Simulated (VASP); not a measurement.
# SnS2 (P-3m1) in VASP: a series of runs, part 2 of 2

VASP 6.6.1.

**3. Relaxation of shape and atoms at fixed volume, r2SCAN (22.94 Å³/atom)**

This run uses another cell than the first one, of 22.94 Å³/atom.

The input, POSCAR:

```
SnS2
1.0
    3.6303204708      0.0000000000      0.0000000000
   -1.8151602354      3.1439497516      0.0000000000
    0.0000000000      0.0000000000      6.0291367434
Sn S
1 2
Direct
    0.0000000000      0.0000000000      0.0000000000
    0.3333333333      0.6666666667      0.2399656178
    0.6666666667      0.3333333333      0.7600343822
```

The input, INCAR.step1:

```
SYSTEM = SnS2
ALGO     = Normal         ! electronic algorithm
EDIFF    = 1E-5           ! SCF threshold, eV
EDIFFG   = -0.005         ! ionic threshold
ENCUT    = 550            ! plane-wave cutoff, eV
GGA      = PE             ! functional
GGA_COMPAT= .False.      
IBRION   = 2              ! ionic algorithm
ISIF     = 3              ! what is computed and relaxed
ISMEAR   = 0              ! smearing method
LASPH    = .True.         ! aspherical terms in the spheres
LCHARG   = .False.        ! write CHGCAR
LREAL    = .False.        ! projectors in reciprocal space
LWAVE    = .True.         ! write WAVECAR
NELM     = 120            ! most SCF steps
NELMIN   = 4            
NSW      = 100            ! ionic steps
PREC     = Accurate       ! precision mode
SIGMA    = 0.02           ! smearing width, eV
```

The input, INCAR.step2:

```
SYSTEM = SnS2
ALGO     = Normal         ! electronic algorithm
EDIFF    = 1E-7           ! SCF threshold, eV
EDIFFG   = -0.01          ! ionic threshold
ENCUT    = 550            ! plane-wave cutoff, eV
GGA_COMPAT= .False.      
IBRION   = 2              ! ionic algorithm
ISIF     = 4              ! what is computed and relaxed
ISMEAR   = 0              ! smearing method
ISTART   = 1            
LASPH    = .True.         ! aspherical terms in the spheres
LCHARG   = .False.        ! write CHGCAR
LMIXTAU  = .True.       
LREAL    = .False.        ! projectors in reciprocal space
LWAVE    = .False.        ! write WAVECAR
METAGGA  = R2SCAN         ! meta-GGA
NELM     = 120            ! most SCF steps
NELMIN   = 4            
NSW      = 50             ! ionic steps
PREC     = Accurate       ! precision mode
SIGMA    = 0.02           ! smearing width, eV
```

The input, KPOINTS:

```
k-points
0
Gamma
  12 12 6
  0 0 0
```

Potentials or basis: VASP PAW PBE potentials, release 64 (Sn_d, S).

The run is started by

```console
$ cat potpaw_PBE.64/Sn_d/POTCAR potpaw_PBE.64/S/POTCAR > POTCAR
$ cp INCAR.step1 INCAR
$ mpirun -np 1 vasp_std > vasp.out
$ cp INCAR.step2 INCAR
$ mpirun -np 1 vasp_std > vasp.out
```

OUTCAR:

```text
SYSTEM = SnS2
   EDIFF = 1E-7
   EDIFFG = -0.01
   ENCUT = 550
   IBRION = 2
   ISIF = 4
   ISMEAR = 0
   ISTART = 1
   LASPH = .True.
   LREAL = .False.
   METAGGA = R2SCAN
   NELM = 120
   NELMIN = 4
   NSW = 50
   PREC = Accurate

 ion  position               nearest neighbor table
   1  0.000  0.000  0.000-   2 2.55   3 2.55   3 2.55   2 2.55   3 2.55   2 2.55
   2  0.333  0.667  0.240-   1 2.55   1 2.55   1 2.55
   3  0.667  0.333  0.760-   1 2.55   1 2.55   1 2.55

  LATTYP: Found a hexagonal cell.
 ALAT       =     3.6303204708
 C/A-ratio  =     1.6607725935

  Lattice vectors:

 A1 = (   3.6303204708,   0.0000000000,   0.0000000000)
 A2 = (  -1.8151602354,   3.1439497516,   0.0000000000)
 A3 = (   0.0000000000,   0.0000000000,   6.0291367434)

Analysis of symmetry for initial positions (statically):
=====================================================================
 Subroutine PRICEL returns:
 Original cell was already a primitive cell.

 Routine SETGRP: Setting up the symmetry group for a
 hexagonal supercell.

 Subroutine GETGRP returns: Found 12 space group operations
 (whereof 12 operations were pure point group operations)
 out of a pool of 24 trial point group operations.

The static configuration has the point symmetry D_3d.

Analysis of symmetry for dynamics (positions and initial velocities):
=====================================================================
 Subroutine PRICEL returns:
 Original cell was already a primitive cell.

 Routine SETGRP: Setting up the symmetry group for a
 hexagonal supercell.

 Subroutine GETGRP returns: Found 12 space group operations
 (whereof 12 operations were pure point group operations)
 out of a pool of 24 trial point group operations.

The dynamic configuration has the point symmetry D_3d.

 Subroutine INISYM returns: Found 12 space group operations
 (whereof 12 operations are pure point group operations),
[... 126 lines left out ...]
   IVDW    =     0    specifies the selected vdW correction
   LEPSILON=     F    determine dielectric tensor
   LRPA    =     F    only Hartree local field effects (RPA)
 conjugate gradient relaxation of ions
 non-spin polarized calculation
 Gauss-broadening in eV      SIGMA  =   0.02
  energy-cutoff  :      550.00
  volume of cell :       68.81
 maximum number of plane-waves:      2033
   NGX = 13   NGY = 13   NGZ = 23

--------------------------------------- Ionic step        1  -------------------------------------------

 number of electron      26.0000008 magnetization

 Free energy of the ion-electron system (eV)
  ---------------------------------------------------
  ext. energy  EPLUGINS =         0.00000000
  ---------------------------------------------------
  free energy    TOTEN  =       -42.20679894 eV

  energy without entropy =      -42.20679894  energy(sigma->0) =      -42.20679894

------------------------ aborting loop because EDIFF is reached ----------------------------------------

  FORCE on cell =-STRESS in cart. coord.  units (eV):
  Direction    XX          YY          ZZ          XY          YZ          ZX
  --------------------------------------------------------------------------------------
  -------------------------------------------------------------------------------------
  Total        1.3751619      1.3751619      1.2464937      0.0000000      0.0000000      0.0000000
  in kB       32.0175960     32.0175960     29.0218411      0.0000000      0.0000000      0.0000000
  external PRESSURE =      31.0190110 kB  Pullay stress =       0.0000000 kB
[... 172 lines left out ...]
--------------------------------------- Ionic step        6  -------------------------------------------

 number of electron      26.0000007 magnetization

 Free energy of the ion-electron system (eV)
  ---------------------------------------------------
  ext. energy  EPLUGINS =         0.00000000
  ---------------------------------------------------
  free energy    TOTEN  =       -42.21908930 eV

  energy without entropy =      -42.21908930  energy(sigma->0) =      -42.21908930

 E-fermi :   4.3443     XC(G=0): -10.1366

 val. band max:        4.2530240217   @ k =   0.0833   0.0833   0.0000
 cond. band min:       6.0467014984   @ k =   0.5000   0.0000   0.3333
 fundamental gap:      1.7936774767
 Fermi energy:         4.3442985863

 k-point     1 :       0.0000    0.0000    0.0000
  band No.  band energies     occupation
      1     -17.3096      2.00000
      2     -17.3096      2.00000
      3     -17.2419      2.00000
      4     -17.2192      2.00000
      5     -17.2192      2.00000
      6     -10.0613      2.00000
[... 457 lines left out ...]
      4     -17.2240      2.00000
      5     -17.2152      2.00000
      6      -9.7112      2.00000
[... 9 lines left out ...]
     16      10.5616      0.00000
     17      10.7977      0.00000

 [... further k-points ...]

------------------------ aborting loop because EDIFF is reached ----------------------------------------

  FORCE on cell =-STRESS in cart. coord.  units (eV):
  Direction    XX          YY          ZZ          XY          YZ          ZX
  --------------------------------------------------------------------------------------
  -------------------------------------------------------------------------------------
  Total        0.5085961      0.5085961      0.5179372      0.0000000      0.0000000      0.0000000
  in kB       11.8415323     11.8415323     12.0590197      0.0000000      0.0000000      0.0000000
  external PRESSURE =      11.9140281 kB  Pullay stress =       0.0000000 kB
[... 18 lines left out ...]
  FREE ENERGIE OF THE ION-ELECTRON SYSTEM (eV)
  ---------------------------------------------------
  free  energy   TOTEN  =       -42.2190893013 eV

  energy  without entropy=      -42.2190893013  energy(sigma->0) =      -42.21908930

 reached required accuracy - stopping structural energy minimisation
```

OSZICAR.step1:

```text
N       E                     dE             d eps       ncg     rms          rms(c)
DAV:   1     0.208211984489E+03    0.20821E+03   -0.13222E+04  3445   0.189E+03
DAV:   2     0.932698021991E+01   -0.19889E+03   -0.19523E+03  3744   0.423E+02
DAV:   3    -0.129163412686E+02   -0.22243E+02   -0.21566E+02  4264   0.128E+02
DAV:   4    -0.136364877648E+02   -0.72015E+00   -0.71937E+00  4467   0.242E+01
[... 302 lines left out ...]
       N       E                     dE             d eps       ncg     rms          rms(c)
DAV:   1    -0.132197695058E+02   -0.31030E-03   -0.72839E-03  4359   0.136E+00    0.102E-01
DAV:   2    -0.132195490626E+02    0.22044E-03   -0.44048E-04  4417   0.350E-01    0.461E-02
DAV:   3    -0.132194860939E+02    0.62969E-04   -0.20210E-04  4314   0.225E-01    0.125E-02
DAV:   4    -0.132194828517E+02    0.32422E-05   -0.97163E-06  1737   0.329E-02
  44 F= -.13219483E+02 E0= -.13219483E+02  d E =-.239776E-04
```

Wall time 45 min (1 thread of AMD EPYC 9R45 (Zen 5), shared host); peak memory 0.26 GiB.

What came out:

```
Free energy                  : -42.2191 eV
Energy gained by relaxing    : 4.1 meV/atom
Ionic steps                  : 6
Pressure after relaxing      : 1.2 GPa
Largest force after relaxing : 0.005 eV/Å
Band gap on the k mesh       : 1.79 eV (least direct gap 2.27 eV)
```

Forces on the atoms (eV/Å):
```
Sn   0.000  0.000  0.000
S    0.000  0.000  0.005
S    0.000  0.000 -0.005
```

Step by step:
```csv
step,energy change (eV),largest force (eV/Å),pressure (GPa),volume (Å³)
1,0.0000,0.3210,3.10,68.81
2,-0.0073,0.1375,2.31,68.81
3,-0.0094,0.0467,1.53,68.81
4,-0.0095,0.0229,1.62,68.81
5,-0.0118,0.0061,1.37,68.81
6,-0.0123,0.0047,1.19,68.81
```

Final structure:
```
Sn S
1.0
     3.65669    0.00000    0.00000
    -1.82834    3.16678    0.00000
     0.00000    0.00000    5.94250
Sn S
1 2
Direct
  0.00000 0.00000 0.00000
  0.33333 0.66667 0.24595
  0.66667 0.33333 0.75405
```

Levels at points of the mesh, in eV from the valence-band top:
```tsv
k point	band 11	band 12	band 13	band 14	band 15	band 16
(0.00, 0.00, 0.00)	-0.36	-0.36	0.00	2.44	4.18	5.89
(0.50, 0.00, 0.00)	-2.61	-0.93	-0.30	2.02	5.04	6.50
(0.00, 0.00, 0.50)	-0.75	-0.24	-0.24	3.50	4.26	5.65
(0.50, 0.00, 0.50)	-1.81	-0.69	-0.61	1.85	5.23	6.12
```

Caveat: the PAW data sets were made with another functional, which shifts forces and pressure a little; spin-orbit coupling is left out, which moves the levels of the heavy elements. A k mesh can miss the band edges.
